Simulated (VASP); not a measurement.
Set up this calculation in VASP 6.6.1, as the native input.

```
Task                   : single point
Functional             : PBE
Potentials or basis    : VASP PAW PBE potentials, release 64 (Pt)
Cutoff                 : 520 eV
k mesh                 : 18 × 18 × 10
Occupations            : gaussian, width 0.15 eV
Spin                   : no spin polarisation
Dipole correction      : no
Further INCAR settings : ALGO = Fast; EDIFF = 1e-07; NBANDS = 17
```

The structure of Pt lies in POSCAR:

```
Pt
1.0
    2.7585396147      0.0000000000      0.0000000000
   -1.3792698074      2.5084136529      0.0000000000
    0.0000000000      0.0000000000      4.7813829983
Pt
2
Direct
    0.6666666667      0.3333333333      0.7500000000
    0.3333333333      0.6666666667      0.2500000000
```

This cell differs from its parent crystal: normal strain along x +0.0000, normal strain along y +0.0500.

The input as run:

INCAR

```
ALGO = Fast ; EDIFF = 1E-7
ENCUT = 520 ; GGA = PE
ISIF = 2 ; ISMEAR = 0
LASPH = T ; LCHARG = T
LELF = T ; LREAL = F
LVHAR = T ; LWAVE = F
NBANDS = 17 ; NELM = 100
PREC = Accurate ; SIGMA = 0.15
```

KPOINTS

```
k-points
0
Gamma
  18 18 10
```

Potentials or basis: VASP PAW PBE potentials, release 64 (Pt).

The run is started by

```bash
$ cat potpaw_PBE.64/Pt/POTCAR > POTCAR
$ mpirun -np 1 vasp_std > vasp.out
```

Results of the run:

| Item | Value |
| --- | --- |
| Pressure | -10.5 GPa |
| Largest force | 0.020 eV/Å |
| Band gap on the k mesh | zero (bands 10 and 11 overlap by 1.12 eV) |

Caveat: the cell differs from its parent crystal (normal strain along x +0.0000, normal strain along y +0.0500); the stress differs along the axes, from -15 to -8 GPa; spin-orbit coupling is left out, which moves the levels of the heavy elements.

Run time: 5.9 min on 1 thread of Intel Xeon 8259CL, on a shared host, peak memory 0.36 GiB.
